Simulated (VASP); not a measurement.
# Pb (Fm-3m) in VASP: a series of runs

Aim: see how the results for Pb move with the level of theory and the settings. Levels: RPBE+D3(BJ), LDA. Tasks: single point.

All numbers are computed with VASP 6.6.1; they aren't measurements. Logs are shortened: lines on timing, memory, paths and dates and some standing lists are left out, and cuts for length are marked.

## (1) The cell of the first run

Symmetry: Fm-3m, No. 225, cubic system. The conventional cell has a = 4.595 Å, b = 4.595 Å, c = 4.595 Å, α = 90.00°, β = 90.00°, γ = 90.00°. Within 4.3 Å of Pb (site symmetry m-3m) lie 12 Pb at 3.25 Å.

## (2) Single point, RPBE+D3(BJ), non-collinear spin, typed start (volume scaled by 0.8)

Contents of INCAR:

```
PREC = Accurate ; ENCUT = 520
EDIFF = 1E-7 ; ISMEAR = -1
SIGMA = 0.025 ; LREAL = False
LASPH = True ; NELM = 150
ALGO = Fast ; ISIF = 2
LWAVE = False ; LCHARG = True
LNONCOLLINEAR = True ; MAGMOM = 0.354 0.354 0
LORBIT = 11 ; GGA = RP
IVDW = 12 ; LVHAR = True
NBANDS = 25
```

Contents of KPOINTS:

```
regular mesh
0
Gamma
  9 9 9
```

Contents of POSCAR:

```
Pb
1.0
    0.0000000000      2.2976050390      2.2976050390
    2.2976050390      0.0000000000      2.2976050390
    2.2976050390      2.2976050390      0.0000000000
Pb
1
Direct
    0.0000000000      0.0000000000      0.0000000000
```

Potentials or basis: VASP PAW PBE potentials, release 64 (Pb_d).

Started as:

```
cat potpaw_PBE.64/Pb_d/POTCAR > POTCAR
mpirun -np 1 vasp_ncl > vasp.out
```

OUTCAR:

```text
PREC = Accurate
   ENCUT = 520
   EDIFF = 1E-7
   ISMEAR = -1
   LREAL = False
   LASPH = True
   NELM = 150
   ISIF = 2
   LNONCOLLINEAR = True
   LORBIT = 11
   GGA = RP
   IVDW = 12
 IVDW          = 12

 ion  position               nearest neighbor table
   1  0.000  0.000  0.000-

  LATTYP: Found a face centered cubic cell.
 ALAT       =     4.5952100780

  Lattice vectors:

 A1 = (   0.0000000000,   2.2976050390,   2.2976050390)
 A2 = (   2.2976050390,   0.0000000000,   2.2976050390)
 A3 = (   2.2976050390,   2.2976050390,   0.0000000000)

Analysis of symmetry for initial positions (statically):
[... 5 lines left out ...]
 face centered cubic supercell.

 Subroutine GETGRP returns: Found 48 space group operations
 (whereof 48 operations were pure point group operations)
 out of a pool of 48 trial point group operations.

The static configuration has the point symmetry O_h .

Analysis of symmetry for dynamics (positions and initial velocities):
[... 5 lines left out ...]
 face centered cubic supercell.

 Subroutine GETGRP returns: Found 48 space group operations
 (whereof 48 operations were pure point group operations)
 out of a pool of 48 trial point group operations.

The dynamic configuration has the point symmetry O_h .

Analysis of structural, dynamic, and magnetic symmetry:
=====================================================================
 Subroutine PRICEL returns:
 Original cell was already a primitive cell.

 Routine SETGRP: Setting up the symmetry group for a
 face centered cubic supercell.

 Subroutine GETGRP returns: Found  4 space group operations
 (whereof  4 operations were pure point group operations)
 out of a pool of 48 trial point group operations.

The overall configuration has the point symmetry C_2h.

 Subroutine INISYM returns: Found  4 space group operations
 (whereof  4 operations are pure point group operations),
 and found     1 'primitive' translations

----------------------------------------------------------------------------------------

                                     Primitive cell

  volume of cell :      24.2581

  direct lattice vectors                    reciprocal lattice vectors
     0.000000000  2.297605039  2.297605039    -0.217617907  0.217617907  0.217617907
     2.297605039  0.000000000  2.297605039     0.217617907 -0.217617907  0.217617907
     2.297605039  2.297605039  0.000000000     0.217617907  0.217617907 -0.217617907

  length of vectors
     3.249304207  3.249304207  3.249304207     0.376925272  0.376925272  0.376925272

  position of ions in fractional coordinates (direct lattice)
     0.000000000  0.000000000  0.000000000

  ion indices of the primitive-cell ions
   primitive index   ion index
                 1           1

----------------------------------------------------------------------------------------

 KPOINTS: regular mesh

Automatic generation of k-mesh.
 Grid dimensions read from file:
 generate k-points for:    9    9    9

 Generating k-lattice:

  Cartesian coordinates                     Fractional coordinates (reciprocal lattice)
    -0.024179767  0.024179767  0.024179767     0.111111111  0.000000000  0.000000000
     0.024179767 -0.024179767  0.024179767     0.000000000  0.111111111  0.000000000
     0.024179767  0.024179767 -0.024179767     0.000000000  0.000000000  0.111111111

  Length of vectors
     0.041880586  0.041880586  0.041880586

  Shift w.r.t. Gamma in fractional coordinates (k-lattice)
     0.000000000  0.000000000  0.000000000

 Subroutine IBZKPT returns following result:
 ===========================================

 Found    205 irreducible k-points:

 Following reciprocal coordinates:
            Coordinates               Weight
  0.000000  0.000000  0.000000      1.000000
  0.111111  0.000000  0.000000      2.000000
  0.000000  0.111111  0.000000      2.000000
  0.000000  0.000000  0.111111      4.000000
  0.222222  0.000000  0.000000      2.000000
  0.000000  0.222222  0.000000      2.000000
[... 16 lines left out ...]
  0.333333  0.111111  0.000000      2.000000
  0.000000  0.333333  0.111111      4.000000
 [... further k-points ...]
   k-points           NKPTS =    205   k-points in BZ     NKDIM =    205   number of bands    NBANDS=     25
   number of dos      NEDOS =    301   number of ions     NIONS =      1
   total plane-waves  NPLWV =  13824
   dimension x,y,z NGX =    24 NGY =   24 NGZ =   24
   dimension x,y,z NGXF=    48 NGYF=   48 NGZF=   48
   ions per type =               1
   NGX,Y,Z   is equivalent  to a cutoff of  12.28, 12.28, 12.28 a.u.
   NGXF,Y,Z  is equivalent  to a cutoff of  24.56, 24.56, 24.56 a.u.
 SYSTEM =  unknown system
   PREC   = accura    normal or accurate (medium, high low for compatibility)
   ISTART =      0    job   : 0-new  1-cont  2-samecut
   ICHARG =      2    charge: 1-file 2-atom 10-const
   ISPIN  =      1    spin polarized calculation?
   LNONCOLLINEAR =      T non collinear calculations
   LSORBIT =      F    spin-orbit coupling
   LASPH  =      T    aspherical Exc in radial PAW
   ENCUT  =  520.0 eV  38.22 Ry    6.18 a.u.   6.04  6.04  6.04*2*pi/ulx,y,z
   NELM   =    150;   NELMIN=  2; NELMDL= -5     # of ELM steps
   EDIFF  = 0.1E-06   stopping-criterion for ELM
   LREAL  =      F    real-space projection
   EDIFFG = 0.1E-05   stopping-criterion for IOM
   NSW    =      0    number of steps for IOM
   IBRION =     -1    ionic relax: 0-MD 1-quasi-New 2-CG
   NFREE  =      0    steps in history (QN), initial steepest desc. (CG)
   ISIF   =      2    stress and relaxation
   ISYM   =      2    0-nonsym 1-usesym 2-fastsym
   POTIM  = 0.5000    time-step for ionic-motion
   TEBEG  =    0.0;   TEEND  =   0.0 temperature during run
   PSTRESS=    0.0 pullay stress
   NELECT =      14.0000    total number of electrons
   NUPDOWN=      -1.0000    fix difference up-down
   EMIN   =  10.00;   EMAX   =-10.00  energy-range for DOS
   EFERMI =   0.00;   METHOD = LEGACY
   ISMEAR =    -1;   SIGMA  =   0.03  broadening in eV -4-tet -1-fermi 0-gaus
   EFERMI_NEDOS =   21; number of points for ismear=-14 and -15
   IALGO  =     68    algorithm
   IMIX   =      4    mixing-type and parameters
     AMIX     =   0.40;   BMIX     =  1.00
     AMIX_MAG =   1.60;   BMIX_MAG =  1.00
  volume/ion in A,a.u.               =      24.26       163.70
  Fermi-wavevector in a.u.,A,eV,Ry     =   1.363009  2.575714 25.276825  1.857794
  Thomas-Fermi vector in A             =   2.489449
   LORBIT       =     11    0 simple, 1 ext, 2 COOP (PROOUT), +10 PAW based schemes
   GGA     = RP    functional components
   LHFCALC =     F    Hartree Fock is set to
   AEXX    =    0.0000 exact exchange contribution
   IVDW    =    12    specifies the selected vdW correction
   LEPSILON=     F    determine dielectric tensor
   LRPA    =     F    only Hartree local field effects (RPA)
 RMM-DIIS sequential band-by-band and
  energy-cutoff  :      520.00
  volume of cell :       24.26
 maximum number of plane-waves:      1326
   NGX = 13   NGY = 13   NGZ = 13

 number of electron      13.9999998 magnetization      -0.0013249     -0.0013249      0.0000000

 number of electron      13.9999998 magnetization      -0.0003044     -0.0003044     -0.0000000

 number of electron      13.9999998 magnetization       0.0001571      0.0001571      0.0000000

 number of electron      13.9999998 magnetization       0.0000443      0.0000443     -0.0000000

 Free energy of the ion-electron system (eV)
  ---------------------------------------------------
  ext. energy  EPLUGINS =         0.00000000
  ---------------------------------------------------
  free energy    TOTEN  =        -2.70974078 eV

  energy without entropy =       -2.70844968  energy(sigma->0) =       -2.70909523

 E-fermi :  10.0516     XC(G=0): -11.2200

 val. band max:       10.0050684920   @ k =   0.3333   0.1111   0.4444
 cond. band min:      10.0816128744   @ k =   0.0000  -0.2222   0.2222
 fundamental gap:      0.0765443824
 Fermi energy:        10.0515700851

 k-point     1 :       0.0000    0.0000    0.0000
  band No.  band energies     occupation
      1      -7.2010      1.00000
      2      -7.2010      1.00000
      3      -7.2010      1.00000
      4      -7.2010      1.00000
      5      -7.2010      1.00000
      6      -7.2010      1.00000
[... 17 lines left out ...]
     24      24.4997      0.00000
     25      24.4997      0.00000

 k-point     2 :       0.1111    0.0000    0.0000
  band No.  band energies     occupation
      1      -7.2072      1.00000
      2      -7.2072      1.00000
      3      -7.1707      1.00000
      4      -7.1707      1.00000
      5      -7.1707      1.00000
      6      -7.1707      1.00000
[... 17 lines left out ...]
     24      24.9654      0.00000
     25      25.0109      0.00000

 k-point     3 :       0.0000    0.1111    0.0000
  band No.  band energies     occupation
      1      -7.2072      1.00000
      2      -7.2072      1.00000
      3      -7.1707      1.00000
      4      -7.1707      1.00000
      5      -7.1707      1.00000
      6      -7.1707      1.00000
[... 17 lines left out ...]
     24      24.9699      0.00000
     25      24.9879      0.00000

 k-point     4 :       0.0000    0.0000    0.1111
  band No.  band energies     occupation
      1      -7.2072      1.00000
      2      -7.2072      1.00000
      3      -7.1707      1.00000
      4      -7.1707      1.00000
      5      -7.1707      1.00000
      6      -7.1707      1.00000
[... 17 lines left out ...]
     24      24.9690      0.00000
     25      24.9726      0.00000

 k-point     5 :       0.2222    0.0000    0.0000
  band No.  band energies     occupation
      1      -7.2350      1.00000
      2      -7.2349      1.00000
      3      -7.1349      1.00000
      4      -7.1349      1.00000
      5      -7.1349      1.00000
      6      -7.1349      1.00000
[... 17 lines left out ...]
     24      24.2257      0.00000
     25      24.2257      0.00000

 k-point     6 :       0.0000    0.2222    0.0000
  band No.  band energies     occupation
      1      -7.2350      1.00000
      2      -7.2349      1.00000
      3      -7.1349      1.00000
      4      -7.1349      1.00000
      5      -7.1349      1.00000
      6      -7.1349      1.00000
[... 17 lines left out ...]
     24      24.2257      0.00000
     25      24.2257      0.00000
[... 393 lines left out ...]
 k-point    21 :       0.1111    0.2222    0.0000
  band No.  band energies     occupation
      1      -7.2640      1.00000
      2      -7.2640      1.00000
      3      -7.0968      1.00000
      4      -7.0968      1.00000
      5      -7.0832      1.00000
      6      -7.0832      1.00000
[... 17 lines left out ...]
     24      25.2981      0.00000
     25      26.1259      0.00000

 k-point    22 :       0.1111   -0.1111   -0.1111
  band No.  band energies     occupation
      1      -7.2640      1.00000
      2      -7.2640      1.00000
      3      -7.0968      1.00000
      4      -7.0968      1.00000
      5      -7.0832      1.00000
      6      -7.0832      1.00000
[... 17 lines left out ...]
     24      25.3124      0.00000
     25      26.1084      0.00000

 k-point    23 :       0.3333    0.1111    0.0000
  band No.  band energies     occupation
      1      -7.2779      1.00000
      2      -7.2779      1.00000
      3      -7.1332      1.00000
      4      -7.1332      1.00000
      5      -7.0853      1.00000
      6      -7.0853      1.00000
[... 17 lines left out ...]
     24      24.8470      0.00000
     25      25.1876      0.00000

 k-point    24 :       0.0000    0.3333    0.1111
  band No.  band energies     occupation
      1      -7.2779      1.00000
      2      -7.2779      1.00000
      3      -7.1332      1.00000
      4      -7.1332      1.00000
      5      -7.0853      1.00000
      6      -7.0853      1.00000
[... 17 lines left out ...]
     24      24.8648      0.00000
     25      25.2042      0.00000

 [... further k-points ...]

------------------------ aborting loop because EDIFF is reached ----------------------------------------

 Edisp (eV)   -3.39396

 E8    (eV) :    -2.4861

  FORCE on cell =-STRESS in cart. coord.  units (eV):
  Direction    XX          YY          ZZ          XY          YZ          ZX
  --------------------------------------------------------------------------------------
  -------------------------------------------------------------------------------------
  Total      -0.94268    -0.94268    -0.94268    -0.00000     0.00000    -0.00000
  in kB     -62.26126   -62.26126   -62.26150    -0.00007     0.00004    -0.00003
  external pressure =      -62.26 kB  Pullay stress =        0.00 kB

 VOLUME and BASIS-vectors are now :
 -----------------------------------------------------------------------------
  energy-cutoff  :      520.00
  volume of cell :       24.26
      direct lattice vectors                 reciprocal lattice vectors
     0.000000000  2.297605039  2.297605039    -0.217617907  0.217617907  0.217617907
     2.297605039  0.000000000  2.297605039     0.217617907 -0.217617907  0.217617907
     2.297605039  2.297605039  0.000000000     0.217617907  0.217617907 -0.217617907

 POSITION                                       TOTAL-FORCE (eV/Angst)
 -----------------------------------------------------------------------------------
      0.00000      0.00000      0.00000        -0.000000     -0.000000      0.000000
 -----------------------------------------------------------------------------------
    total drift:                               -0.000000      0.000000     -0.000000

  FREE ENERGIE OF THE ION-ELECTRON SYSTEM (eV)
  ---------------------------------------------------
  free  energy   TOTEN  =        -6.1037031602 eV

  energy  without entropy=       -6.1024120619  energy(sigma->0) =       -6.10305761

 total charge

# of ion       s       p       d       tot
------------------------------------------
    1        1.406   0.876   9.831  12.113

 magnetization (x)

# of ion       s       p       d       tot
------------------------------------------
    1        0.000   0.000   0.000   0.000

 magnetization (y)

# of ion       s       p       d       tot
------------------------------------------
    1        0.000   0.000   0.000   0.000

 magnetization (z)

# of ion       s       p       d       tot
------------------------------------------
    1        0.000   0.000   0.000   0.000
```

Run time: 1.7 min. Hardware: 1 thread of Intel Xeon 6975P-C (Granite Rapids), shared host; peak memory 0.32 GiB.

Results:

```
Free energy                                           : -6.1037 eV
Pressure                                              : -6.2 GPa
Band gap on the k mesh                                : zero (band 14 reaches 19.49 eV, above the bottom of band 15 at 8.16 eV)
Net moment                                            : 0.00 μB per cell
Valence electrons inside the program's atomic spheres : Pb 12.11
Dispersion energy per atom                            : -3.394 eV
```

Levels at points of the mesh, in eV from the Fermi level:
| k point | band 12 | band 13 | band 14 | band 15 | band 16 | band 17 |
| --- | --- | --- | --- | --- | --- | --- |
| (0.00, 0.00, 0.00) | -13.34 | 9.43 | 9.43 | 9.43 | 9.43 | 9.43 |

Moments on the atoms (μB; x, y, z):
```
Pb  0.00 0.00 0.00
```

Caveat: the cell differs from its parent crystal (volume scaled by 0.8); the PAW data sets were made with another functional, which shifts forces and pressure a little; spin-orbit coupling is left out, which moves the levels of the heavy elements; pairwise dispersion overbinds metals, which lowers pressure and volume.

## (3) Single point, LDA

This run uses another cell than the first one, of 28.50 Å³/atom, 1.175 times its volume.

Contents of INCAR:

```
PREC = Accurate
ENCUT = 520
EDIFF = 1E-6
ISMEAR = -1
SIGMA = 0.05
LREAL = False
LASPH = True
NELM = 80
ALGO = Normal
ISIF = 2
LWAVE = False
LCHARG = False
GGA = CA
NBANDS = 13
```

KPOINTS is that of step 2.

Contents of POSCAR:

```
Pb
1.0
    0.0000000000      2.4244952108      2.4244952108
    2.4244952108      0.0000000000      2.4244952108
    2.4244952108      2.4244952108      0.0000000000
Pb
1
Direct
    0.0000000000      0.0000000000      0.0000000000
```

Potentials or basis: VASP PAW LDA potentials, release 64 (Pb_d).

Started as:

```
cat potpaw_LDA.64/Pb_d/POTCAR > POTCAR
mpirun -np 1 vasp_std > vasp.out
```

Run time: 11 s. Hardware: 1 thread of AMD EPYC 7R13, shared host; peak memory 0.11 GiB.

The run converged. Its results:

```yaml
Free_energy: -4.2708 eV
Pressure: 1.1 GPa
Band_gap_on_the_k_mesh: zero (band 7 reaches 15.57 eV, above the bottom of band 8 at 6.05 eV)
```

Levels at points of the mesh, in eV from the Fermi level:
```
           k point  band 3  band 4  band 5  band 6  band 7  band 8  band 9  band 10  band 11  band 12
(0.00, 0.00, 0.00)  -16.88  -16.71  -16.71  -12.02    8.03    8.03    8.03    10.04    12.45    13.17
```

Caveat: spin-orbit coupling is left out, which moves the levels of the heavy elements.

## (4) Single point, LDA

This run uses another cell than the first one, of 29.11 Å³/atom, 1.200 times its volume.

Contents of INCAR:

```
SYSTEM = Pb
PREC = Accurate
ENCUT = 520
EDIFF = 1E-6
ISMEAR = -1
SIGMA = 0.05
LREAL = .False.
LASPH = .True.
NELM = 60
ALGO = Fast
ISIF = 2
LWAVE = .False.
LCHARG = .True.
LELF = .True.
LVHAR = .True.
NBANDS = 13
```

Contents of KPOINTS:

```
regular mesh
0
Gamma
  9 9 9
  0 0 0
```

Contents of POSCAR:

```
Pb
1.0
    0.0000000000      2.4415696833      2.4415696833
    2.4415696833      0.0000000000      2.4415696833
    2.4415696833      2.4415696833      0.0000000000
Pb
1
Direct
    0.0000000000      0.0000000000      0.0000000000
```

Started as:

```
cat potpaw_LDA.64/Pb_d/POTCAR > POTCAR
mpirun -np 1 vasp_std > vasp.out
```

Run time: 16 s. Hardware: 1 thread of AMD EPYC 7R13, shared host; peak memory 0.11 GiB.

It converged, with:

```
Free energy            : -4.2728 eV
Pressure               : -0.1 GPa
Band gap on the k mesh : zero (band 7 reaches 15.15 eV, above the bottom of band 8 at 5.84 eV)
```

Levels at points of the mesh, in eV from the Fermi level:
```
           k point  band 3  band 4  band 5  band 6  band 7  band 8  band 9  band 10  band 11  band 12
(0.00, 0.00, 0.00)  -16.87  -16.71  -16.71  -11.88    7.84    7.84    7.84    10.02    12.16    12.99
```

Caveat: spin-orbit coupling is left out, which moves the levels of the heavy elements.

## (5) Overview

```csv
level,potentials or basis,spin,cell,smearing,gap on the mesh (eV),pressure (GPa)
RPBE+D3(BJ),"VASP PAW PBE potentials, release 64 (Pb_d)","non-collinear, typed start","a = 3.249 Å, angles 60.0°, 1 atom",fermi-dirac 0.025 eV,none,-6.2
LDA,"VASP PAW LDA potentials, release 64 (Pb_d)",off,"a = 3.429 Å, angles 60.0°, 1 atom",fermi-dirac 0.05 eV,none,1.1
LDA,"VASP PAW LDA potentials, release 64 (Pb_d)",off,"a = 3.453 Å, angles 60.0°, 1 atom",fermi-dirac 0.05 eV,none,-0.1
```

Alike in all rows: task single point; k mesh 9 × 9 × 9; cutoff (eV) 520.

Caveats: spin-orbit coupling is left out, which moves the levels of the heavy elements; the PAW data sets were made with another functional, which shifts forces and pressure a little (some runs); pairwise dispersion overbinds metals, which lowers pressure and volume (some runs).

Absolute energies hang on the potentials; compare differences alone.
